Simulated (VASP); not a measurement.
# Nb in VASP: notebook

Nb is run at these levels: LDA; tasks: electric field gradients.

Program: VASP 6.6.1. These are calculated values, not measurements. Logs are shortened: lines on timing, memory, paths and dates and some standing lists are left out, and cuts for length are marked.

**1. The cell of the first run**

The structure is cubic, space group Fm-3m (No. 225). Conventional cell: a = 4.286 Å, b = 4.286 Å, c = 4.286 Å, α = 90.00°, β = 90.00°, γ = 90.00°. Within 4.0 Å of Nb (site symmetry m-3m) lie 12 Nb at 3.03 Å.

**2. Electric field gradients, LDA (volume scaled by 1.04)**

The input, INCAR:

```
SYSTEM = Nb
PREC = Accurate
ENCUT = 520
EDIFF = 1E-8
ISMEAR = -1
SIGMA = 0.03
LREAL = .FALSE.
LASPH = .TRUE.
NELM = 60
ALGO = Normal
ISIF = 2
LWAVE = .FALSE.
LCHARG = .FALSE.
GGA = CA
LEFG = .TRUE.
NBANDS = 12
```

The input, KPOINTS:

```
Automatic mesh
0
G
  13 13 13
  0 0 0
```

The input, POSCAR:

```
Nb
1.0
    0.0000000000      2.1428321391      2.1428321391
    2.1428321391      0.0000000000      2.1428321391
    2.1428321391      2.1428321391      0.0000000000
Nb
1
Direct
    0.0000000000      0.0000000000      0.0000000000
```

Potentials or basis: VASP PAW LDA potentials, release 64 (Nb_sv).

Command:

```console
$ cat potpaw_LDA.64/Nb_sv/POTCAR > POTCAR
$ mpirun -np 1 vasp_std > vasp.out
```

OUTCAR:

```text
SYSTEM = Nb
   PREC = Accurate
   ENCUT = 520
   EDIFF = 1E-8
   ISMEAR = -1
   LREAL = .FALSE.
   LASPH = .TRUE.
   NELM = 60
   ISIF = 2
   GGA = CA

 ion  position               nearest neighbor table
   1  0.000  0.000  0.000-

  LATTYP: Found a face centered cubic cell.
 ALAT       =     4.2856642782

  Lattice vectors:

 A1 = (   0.0000000000,   2.1428321391,   2.1428321391)
 A2 = (   2.1428321391,   0.0000000000,   2.1428321391)
 A3 = (   2.1428321391,   2.1428321391,   0.0000000000)

Analysis of symmetry for initial positions (statically):
=====================================================================
 Subroutine PRICEL returns:
 Original cell was already a primitive cell.

 Routine SETGRP: Setting up the symmetry group for a
 face centered cubic supercell.

 Subroutine GETGRP returns: Found 48 space group operations
 (whereof 48 operations were pure point group operations)
 out of a pool of 48 trial point group operations.

The static configuration has the point symmetry O_h .

Analysis of symmetry for dynamics (positions and initial velocities):
=====================================================================
 Subroutine PRICEL returns:
 Original cell was already a primitive cell.

 Routine SETGRP: Setting up the symmetry group for a
 face centered cubic supercell.

 Subroutine GETGRP returns: Found 48 space group operations
 (whereof 48 operations were pure point group operations)
 out of a pool of 48 trial point group operations.

The dynamic configuration has the point symmetry O_h .

 Subroutine INISYM returns: Found 48 space group operations
 (whereof 48 operations are pure point group operations),
 and found     1 'primitive' translations

----------------------------------------------------------------------------------------

                                     Primitive cell

  volume of cell :      19.6786

  direct lattice vectors                    reciprocal lattice vectors
     0.000000000  2.142832139  2.142832139    -0.233336056  0.233336056  0.233336056
     2.142832139  0.000000000  2.142832139     0.233336056 -0.233336056  0.233336056
     2.142832139  2.142832139  0.000000000     0.233336056  0.233336056 -0.233336056

  length of vectors
[... 120 lines left out ...]
  ---------------------------------------------------
  ext. energy  EPLUGINS =         0.00000000
  ---------------------------------------------------
  free energy    TOTEN  =       -10.78810001 eV

  energy without entropy =      -10.78249366  energy(sigma->0) =      -10.78529684

 E-fermi :  10.0833     XC(G=0): -12.2697

 val. band max:       10.0780107234   @ k =   0.4615   0.1538   0.0000
 cond. band min:      10.0910815701   @ k =   0.3846   0.2308   0.0000
 fundamental gap:      0.0130708468
 Fermi energy:        10.0832698026

 k-point     1 :       0.0000    0.0000    0.0000
  band No.  band energies     occupation
      1     -44.4227      2.00000
      2     -20.0466      2.00000
      3     -20.0466      2.00000
      4     -20.0466      2.00000
      5       4.0422      2.00000
      6      10.2293      0.01526
      7      10.2293      0.01526
      8      10.2293      0.01526
      9      12.6315      0.00000
     10      12.6315      0.00000
     11      21.9441      0.00000
     12      26.4417      0.00000
[... 331 lines left out ...]
 k-point    24 :       0.4615    0.1538    0.0000
  band No.  band energies     occupation
      1     -44.2560      2.00000
      2     -20.9524      2.00000
      3     -20.2983      2.00000
      4     -20.2366      2.00000
      5       7.0519      2.00000
      6       9.1754      2.00000
      7      10.0780      1.08743
      8      10.8245      0.00000
      9      14.5623      0.00000
     10      14.9818      0.00000
     11      20.3117      0.00000
     12      23.4408      0.00000

 [... further k-points ...]
[... 5 lines left out ...]
  --------------------------------------------------------------------------------------
  -------------------------------------------------------------------------------------
  Total       -1.9265042     -1.9265042     -1.9265042     -0.0000000      0.0000000      0.0000000
  in kB     -156.8505628   -156.8505628   -156.8505628     -0.0000000      0.0000000      0.0000000
  external PRESSURE =    -156.8505628 kB  Pullay stress =       0.0000000 kB

 VOLUME and BASIS-vectors are now :
 -----------------------------------------------------------------------------
  energy-cutoff  :      520.00
  volume of cell :       19.68
      direct lattice vectors                 reciprocal lattice vectors
     0.000000000  2.142832139  2.142832139    -0.233336056  0.233336056  0.233336056
     2.142832139  0.000000000  2.142832139     0.233336056 -0.233336056  0.233336056
     2.142832139  2.142832139  0.000000000     0.233336056  0.233336056 -0.233336056

 POSITION                                       TOTAL-FORCE (eV/Angst)
 -----------------------------------------------------------------------------------
      0.00000      0.00000      0.00000         0.000000      0.000000     -0.000000
 -----------------------------------------------------------------------------------
    total drift:                               -0.000000      0.000000      0.000000

  FREE ENERGIE OF THE ION-ELECTRON SYSTEM (eV)
  ---------------------------------------------------
  free  energy   TOTEN  =       -10.7881000069 eV

  energy  without entropy=      -10.7824936638  energy(sigma->0) =      -10.78529684

 Electric field gradients (V/A^2)
---------------------------------------------------------------------
 ion       V_xx      V_yy      V_zz      V_xy      V_xz      V_yz
---------------------------------------------------------------------
   1      -0.000     0.000    -0.000     0.000     0.000     0.000
---------------------------------------------------------------------

 Electric field gradients after diagonalization (V/A^2)
 (convention: |V_zz| > |V_xx| > |V_yy|)
----------------------------------------------------------------------
 ion       V_xx      V_yy      V_zz     asymmetry (V_yy - V_xx)/ V_zz
----------------------------------------------------------------------
   1      -0.000    -0.000     0.000       0.000
----------------------------------------------------------------------

           NMR quadrupolar parameters

 Cq : quadrupolar parameter    Cq=e*Q*V_zz/h
 eta: asymmetry parameters     (V_yy - V_xx)/ V_zz
 Q  : nuclear electric quadrupole moment in mb (millibarn)
----------------------------------------------------------------------
 ion       Cq(MHz)       eta       Q (mb)
----------------------------------------------------------------------
   1       0.000       0.000       1.000
----------------------------------------------------------------------
```

Wall time 7.3 s (1 thread of Intel Xeon 6975P-C (Granite Rapids), shared host); peak memory 0.13 GiB.

What came out:

```
Free energy : -10.7881 eV
Pressure    : -15.7 GPa
```

Levels at points of the mesh, in eV from the Fermi level:
```tsv
k point	band 2	band 3	band 4	band 5	band 6	band 7	band 8	band 9	band 10	band 11
(0.00, 0.00, 0.00)	-30.13	-30.13	-30.13	-6.04	0.15	0.15	0.15	2.55	2.55	11.86
```

Caveat: without QUAD_EFG the Cq values of the log hold for a quadrupole moment of 1 mb, not for the nuclei.

**3. Electric field gradients, LDA (zz strain of +1 %)**

The input, INCAR:

```
SYSTEM = Nb
ALGO = Normal ; EDIFF = 1E-8
ENCUT = 520 ; GGA = CA
ISIF = 2 ; ISMEAR = -1
LASPH = .True. ; LCHARG = .False.
LEFG = .True. ; LREAL = .False.
LWAVE = .False. ; NBANDS = 12
NELM = 100 ; PREC = Accurate
SIGMA = 0.03
```

The input, KPOINTS:

```
k-points
0
Gamma
  13 13 13
  0 0 0
```

The input, POSCAR:

```
Nb
1.0
    0.0000000000      2.1150000000      2.1361500000
    2.1150000000      0.0000000000      2.1361500000
    2.1150000000      2.1150000000      0.0000000000
Nb
1
Direct
    0.0000000000      0.0000000000      0.0000000000
```

Potentials or basis: VASP PAW LDA potentials, release 64 (Nb_sv).

Command:

```console
$ cat potpaw_LDA.64/Nb_sv/POTCAR > POTCAR
$ mpirun -np 1 vasp_std > vasp.out
```

OUTCAR:

```text
SYSTEM = Nb
   EDIFF = 1E-8
   ENCUT = 520
   GGA = CA
   ISIF = 2
   ISMEAR = -1
   LASPH = .True.
   LREAL = .False.
   NELM = 100
   PREC = Accurate

 ion  position               nearest neighbor table
   1  0.000  0.000  0.000-

  LATTYP: Found a body centered tetragonal cell.
 ALAT       =     2.9910616844
 C/A-ratio  =     1.4283556980

  Lattice vectors:

 A1 = (  -2.1150000000,   0.0000000000,   2.1361500000)
 A2 = (   2.1150000000,   0.0000000000,   2.1361500000)
 A3 = (   0.0000000000,   2.1150000000,  -2.1361500000)

Analysis of symmetry for initial positions (statically):
=====================================================================
 Subroutine PRICEL returns:
 Original cell was already a primitive cell.

 Routine SETGRP: Setting up the symmetry group for a
 body centered tetragonal supercell.

 Subroutine GETGRP returns: Found 16 space group operations
 (whereof 16 operations were pure point group operations)
 out of a pool of 16 trial point group operations.

The static configuration has the point symmetry D_4h.

Analysis of symmetry for dynamics (positions and initial velocities):
=====================================================================
 Subroutine PRICEL returns:
 Original cell was already a primitive cell.

 Routine SETGRP: Setting up the symmetry group for a
 body centered tetragonal supercell.

 Subroutine GETGRP returns: Found 16 space group operations
 (whereof 16 operations were pure point group operations)
 out of a pool of 16 trial point group operations.

The dynamic configuration has the point symmetry D_4h.

 Subroutine INISYM returns: Found 16 space group operations
[... 162 lines left out ...]
     12      26.8144      0.00000
[... 331 lines left out ...]
 k-point    24 :       0.4615    0.1538    0.0000
  band No.  band energies     occupation
      1     -43.8026      2.00000
      2     -20.5564      2.00000
      3     -19.8467      2.00000
      4     -19.7639      2.00000
      5       7.3665      2.00000
      6       9.5086      2.00000
      7      10.4647      1.33979
      8      11.2834      0.00000
      9      15.1065      0.00000
     10      15.5620      0.00000
     11      21.0461      0.00000
     12      23.9427      0.00000

 [... further k-points ...]

------------------------ aborting loop because EDIFF is reached ----------------------------------------

  FORCE on cell =-STRESS in cart. coord.  units (eV):
  Direction    XX          YY          ZZ          XY          YZ          ZX
  --------------------------------------------------------------------------------------
  -------------------------------------------------------------------------------------
  Total       -1.5219911     -1.5219911     -1.2008158      0.0000000     -0.0000000     -0.0000000
  in kB     -127.5969284   -127.5969284   -100.6710272      0.0000000     -0.0000000     -0.0000000
  external PRESSURE =    -118.6216280 kB  Pullay stress =       0.0000000 kB

 VOLUME and BASIS-vectors are now :
 -----------------------------------------------------------------------------
  energy-cutoff  :      520.00
  volume of cell :       19.11
      direct lattice vectors                 reciprocal lattice vectors
     0.000000000  2.115000000  2.136150000    -0.236406619  0.236406619  0.234065960
     2.115000000  0.000000000  2.136150000     0.236406619 -0.236406619  0.234065960
     2.115000000  2.115000000  0.000000000     0.236406619  0.236406619 -0.234065960

 POSITION                                       TOTAL-FORCE (eV/Angst)
 -----------------------------------------------------------------------------------
      0.00000      0.00000      0.00000         0.000000     -0.000000      0.000000
 -----------------------------------------------------------------------------------
    total drift:                                0.000000      0.000000      0.000000

  FREE ENERGIE OF THE ION-ELECTRON SYSTEM (eV)
  ---------------------------------------------------
  free  energy   TOTEN  =       -10.8377832824 eV

  energy  without entropy=      -10.8326758089  energy(sigma->0) =      -10.83522955

 Electric field gradients (V/A^2)
---------------------------------------------------------------------
 ion       V_xx      V_yy      V_zz      V_xy      V_xz      V_yz
---------------------------------------------------------------------
   1       4.052     4.052    -8.104     0.000     0.000     0.000
---------------------------------------------------------------------

 Electric field gradients after diagonalization (V/A^2)
 (convention: |V_zz| > |V_xx| > |V_yy|)
----------------------------------------------------------------------
 ion       V_xx      V_yy      V_zz     asymmetry (V_yy - V_xx)/ V_zz
----------------------------------------------------------------------
   1       4.052     4.052    -8.104       0.000
----------------------------------------------------------------------

           NMR quadrupolar parameters

 Cq : quadrupolar parameter    Cq=e*Q*V_zz/h
 eta: asymmetry parameters     (V_yy - V_xx)/ V_zz
 Q  : nuclear electric quadrupole moment in mb (millibarn)
----------------------------------------------------------------------
 ion       Cq(MHz)       eta       Q (mb)
----------------------------------------------------------------------
   1      -0.020       0.000       1.000
----------------------------------------------------------------------
```

OSZICAR:

```text
N       E                     dE             d eps       ncg     rms          rms(c)
DAV:   1     0.119828121339E+03    0.11983E+03   -0.71345E+03  4712   0.108E+03
DAV:   2    -0.583597787545E+01   -0.12566E+03   -0.12127E+03  5164   0.403E+02
DAV:   3    -0.110625187406E+02   -0.52265E+01   -0.49669E+01  7052   0.727E+01
DAV:   4    -0.113678824787E+02   -0.30536E+00   -0.30280E+00  6720   0.152E+01
DAV:   5    -0.113806463616E+02   -0.12764E-01   -0.12757E-01  7272   0.275E+00    0.644E+00
DAV:   6    -0.108989544737E+02    0.48169E+00   -0.72484E-01  7652   0.107E+01    0.223E+00
DAV:   7    -0.108362482908E+02    0.62706E-01   -0.19424E-01  7788   0.533E+00    0.919E-01
DAV:   8    -0.108377293096E+02   -0.14810E-02   -0.11675E-02  5888   0.138E+00    0.426E-02
DAV:   9    -0.108377745738E+02   -0.45264E-04   -0.76297E-04  8072   0.300E-01    0.254E-02
DAV:  10    -0.108377817263E+02   -0.71525E-05   -0.90630E-06  5936   0.332E-02    0.166E-02
DAV:  11    -0.108377832797E+02   -0.15534E-05   -0.99643E-06  6412   0.518E-02    0.219E-03
DAV:  12    -0.108377833071E+02   -0.27391E-07   -0.77698E-07  6756   0.747E-03    0.150E-03
DAV:  13    -0.108377832820E+02    0.25062E-07   -0.42566E-08  6236   0.307E-03    0.113E-04
DAV:  14    -0.108377832824E+02   -0.38608E-09   -0.17546E-09  3732   0.405E-04
   1 F= -.10837783E+02 E0= -.10835230E+02  d E =-.510747E-02
```

stdout:

```text
POSCAR found type information on POSCAR Nb
 POSCAR found :  1 types and       1 ions
 scaLAPACK will be used
 LDA part: xc-table for (Slater(with rela. corr.)+CA(PZ))
 , standard interpolation
 POSCAR, INCAR and KPOINTS ok, starting setup
 FFT: planning ... GRIDC
 FFT: planning ... GRID_SOFT
 FFT: planning ... GRID
 WAVECAR not read
 entering main loop
ion   1
```

Run time: 27 s. Hardware: 1 thread of Intel Xeon 6975P-C, shared host; peak memory 0.16 GiB.

Results:

```yaml
Free_energy: -10.8378 eV
Pressure: -11.9 GPa
```

Stress tensor (GPa, compression positive):
```
-12.76   0.00   0.00
  0.00 -12.76   0.00
  0.00   0.00 -10.07
```

Electric field gradients, principal values (V/Å²):
| atom | least | middle | greatest (by size) |
| --- | --- | --- | --- |
| 1 Nb | 4.052 | 4.052 | -8.104 |

Caveat: the cell differs from its parent crystal (zz strain of +1 %); without QUAD_EFG the Cq values of the log hold for a quadrupole moment of 1 mb, not for the nuclei.

(Part 1 of 2 ends here.)
